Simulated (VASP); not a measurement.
# Bi (P2/m) in VASP: settings compared, part 2 of 2

VASP 6.6.1.

### 5 Single point, r2SCAN

This run uses another cell than the first one, of 34.29 Å³/atom.

POSCAR

```
Bi
1.0
    3.2598230713      0.0000000000      0.0000000000
    0.0000000000      3.2429793280      0.0000000000
   -0.0809877086      0.0000000000      6.4865647921
Bi
2
Direct
    0.5442472500      0.0000000000      0.7495778900
    0.4557527500      0.0000000000      0.2504221100
```

INCAR.step1

```
SYSTEM = Bi
  PREC = Accurate
  ENCUT = 520
  ISMEAR = -1
  SIGMA = 0.05
  LREAL = .False.
  LASPH = .True.
  NELM = 80
  NBANDS = 22
  GGA = PE
  ALGO = Normal
  EDIFF = 1E-4
  LWAVE = .True.
  LCHARG = .False.
```

INCAR.step2

```
SYSTEM = Bi
  PREC = Accurate
  ENCUT = 520
  EDIFF = 1E-6
  ISMEAR = -1
  SIGMA = 0.05
  LREAL = .False.
  LASPH = .True.
  NELM = 80
  ALGO = Normal
  ISIF = 2
  LWAVE = .False.
  LCHARG = .False.
  METAGGA = R2SCAN
  LMIXTAU = .True.
  NBANDS = 22
  ISTART = 1
```

KPOINTS

```
regular mesh
0
Gamma
  8 8 4
  0 0 0
```

Potentials or basis: VASP PAW PBE potentials, release 64 (Bi_d).

Launch:

```sh
cat potpaw_PBE.64/Bi_d/POTCAR > POTCAR
cp INCAR.step1 INCAR
mpirun -np 1 vasp_std > vasp.out
cp INCAR.step2 INCAR
mpirun -np 1 vasp_std > vasp.out
```

OUTCAR:

```text
SYSTEM = Bi
   PREC = Accurate
   ENCUT = 520
   EDIFF = 1E-6
   ISMEAR = -1
   LREAL = .False.
   LASPH = .True.
   NELM = 80
   ISIF = 2
   METAGGA = R2SCAN
   ISTART = 1

 ion  position               nearest neighbor table
   1  0.544  0.000  0.750-   2 3.25   2 3.27
   2  0.456  0.000  0.250-   1 3.25   1 3.27

  LATTYP: Found a simple monoclinic cell.
 ALAT       =     3.2598230713
 B/A-ratio  =     0.9948329271
 C/A-ratio  =     1.9900068852
 COS(beta)  =    -0.0124844813

  Lattice vectors:

 A1 = (   3.2598230713,   0.0000000000,   0.0000000000)
 A2 = (   0.0000000000,   3.2429793280,   0.0000000000)
 A3 = (  -0.0809877086,   0.0000000000,   6.4865647921)

Analysis of symmetry for initial positions (statically):
=====================================================================
 Subroutine PRICEL returns:
 Original cell was already a primitive cell.

 Routine SETGRP: Setting up the symmetry group for a
 simple monoclinic supercell.

 Subroutine GETGRP returns: Found  4 space group operations
[... 159 lines left out ...]
  ---------------------------------------------------
  free energy    TOTEN  =      -116.84165038 eV

  energy without entropy =     -116.82757627  energy(sigma->0) =     -116.83461333

 E-fermi :   6.4817     XC(G=0): -10.4026

 val. band max:        6.4763781346   @ k =  -0.3750   0.2500   0.2500
 cond. band min:       6.4880200323   @ k =   0.1250   0.2500   0.2500
 fundamental gap:      0.0116418977
 Fermi energy:         6.4816577491

 k-point     1 :       0.0000    0.0000    0.0000
  band No.  band energies     occupation
      1     -17.1632      2.00000
      2     -17.1533      2.00000
      3     -17.1461      2.00000
      4     -16.8945      2.00000
      5     -16.8941      2.00000
      6     -16.8751      2.00000
[... 589 lines left out ...]
     21      13.0032      0.00000
     22      14.2440      0.00000

 [... further k-points ...]

------------------------ aborting loop because EDIFF is reached ----------------------------------------

  FORCE on cell =-STRESS in cart. coord.  units (eV):
  Direction    XX          YY          ZZ          XY          YZ          ZX
  --------------------------------------------------------------------------------------
  -------------------------------------------------------------------------------------
  Total       -0.0710331      0.2474954     -0.1805393      0.0000000      0.0000000     -0.0420504
  in kB       -1.6596568      5.7826223     -4.2182223      0.0000000      0.0000000     -0.9824899
  external PRESSURE =      -0.0317523 kB  Pullay stress =       0.0000000 kB

 VOLUME and BASIS-vectors are now :
 -----------------------------------------------------------------------------
  energy-cutoff  :      520.00
  volume of cell :       68.57
      direct lattice vectors                 reciprocal lattice vectors
     3.259823071  0.000000000  0.000000000     0.306765115  0.000000000  0.003830102
     0.000000000  3.242979328  0.000000000     0.000000000  0.308358426  0.000000000
    -0.080987709  0.000000000  6.486564792     0.000000000  0.000000000  0.154164806

 POSITION                                       TOTAL-FORCE (eV/Angst)
 -----------------------------------------------------------------------------------
      1.71344      0.00000      4.86219        -0.011265      0.000000     -0.027051
      1.46539      0.00000      1.62438         0.011265      0.000000      0.027051
 -----------------------------------------------------------------------------------
    total drift:                                0.000000     -0.000000      0.000000

  FREE ENERGIE OF THE ION-ELECTRON SYSTEM (eV)
  ---------------------------------------------------
  free  energy   TOTEN  =      -116.8416503782 eV

  energy  without entropy=     -116.8275762749  energy(sigma->0) =     -116.83461333
```

OUTCAR.step1:

```text
SYSTEM = Bi
   PREC = Accurate
   ENCUT = 520
   ISMEAR = -1
   LREAL = .False.
   LASPH = .True.
[... 823 lines left out ...]
      1.71344      0.00000      4.86219         0.007875      0.000000     -0.012957
      1.46539      0.00000      1.62438        -0.007875     -0.000000      0.012957
 -----------------------------------------------------------------------------------
    total drift:                                0.000000     -0.000000      0.000000

  FREE ENERGIE OF THE ION-ELECTRON SYSTEM (eV)
  ---------------------------------------------------
  free  energy   TOTEN  =        -7.6647015073 eV

  energy  without entropy=       -7.6503684586  energy(sigma->0) =       -7.65753498
```

OSZICAR.step1:

```text
N       E                     dE             d eps       ncg     rms          rms(c)
DAV:   1     0.305905087412E+03    0.30591E+03   -0.16275E+04  3960   0.165E+03
DAV:   2     0.180243546962E+02   -0.28788E+03   -0.28023E+03  3990   0.435E+02
DAV:   3    -0.678573926640E+01   -0.24810E+02   -0.24480E+02  4836   0.141E+02
DAV:   4    -0.762948680370E+01   -0.84375E+00   -0.84317E+00  4814   0.286E+01
DAV:   5    -0.766337449389E+01   -0.33888E-01   -0.33887E-01  5512   0.518E+00    0.774E-01
DAV:   6    -0.766275986621E+01    0.61463E-03   -0.17713E-02  5278   0.146E+00    0.463E-01
DAV:   7    -0.766450799200E+01   -0.17481E-02   -0.87114E-03  5262   0.112E+00    0.117E-01
DAV:   8    -0.766469904009E+01   -0.19105E-03   -0.84858E-04  4662   0.340E-01    0.113E-02
DAV:   9    -0.766470150734E+01   -0.24673E-05   -0.20500E-05  2622   0.406E-02
   1 F= -.76647015E+01 E0= -.76575350E+01  d E =-.143330E-01
```

Run time: 7.1 min. Hardware: 1 thread of AMD EPYC 7R13, shared host; peak memory 0.21 GiB.

What came out:

```
Free energy            : -116.8417 eV
Pressure               : 0.0 GPa
Largest force          : 0.029 eV/Å
Band gap on the k mesh : zero (bands 15 and 16 overlap by 6.56 eV)
```

Forces on the atoms (eV/Å):
```
Bi  -0.011  0.000 -0.027
Bi   0.011  0.000  0.027
```

Caveat: the PAW data sets were made with another functional, which shifts forces and pressure a little; spin-orbit coupling is left out, which moves the levels of the heavy elements.

### 6 The runs side by side

```tsv
level	potentials or basis	cell	k mesh	smearing	grid for exact exchange (PRECFOCK)	share of exact exchange	gap on the mesh (eV)	pressure (GPa)	largest force (eV/Å)
LDA	VASP PAW LDA potentials, release 64 (Bi_d)	a = 3.238, b = 3.222, c = 6.444 Å, angles 90.0, 90.7, 90.0°, 2 atoms	7 × 7 × 4	methfessel-paxton 0.05 eV	-	-	none	-1.7	0.01
PBE0	VASP PAW PBE potentials, release 64 (Bi_d)	a = 3.238, b = 3.222, c = 6.444 Å, angles 90.0, 90.7, 90.0°, 2 atoms	4 × 4 × 2	fermi-dirac 0.1 eV	Normal	0.25	none	0.9	0.33
r2SCAN	VASP PAW PBE potentials, release 64 (Bi_d)	a = 3.238, b = 3.222, c = 6.444 Å, angles 90.0, 90.7, 90.0°, 2 atoms	8 × 8 × 4	fermi-dirac 0.05 eV	-	-	none	1.1	0.03
r2SCAN	VASP PAW PBE potentials, release 64 (Bi_d)	a = 3.260, b = 3.243, c = 6.487 Å, angles 90.0, 90.7, 90.0°, 2 atoms	8 × 8 × 4	fermi-dirac 0.05 eV	-	-	none	0.0	0.03
```

Alike in all rows: task single point; no spin polarisation; cutoff (eV) 520.

Caveats: some runs use coarse meshes; spin-orbit coupling is left out, which moves the levels of the heavy elements; the PAW data sets were made with another functional, which shifts forces and pressure a little (at least some runs).

Total energies depend on the potentials used, so only differences within one code and one set of settings carry meaning.
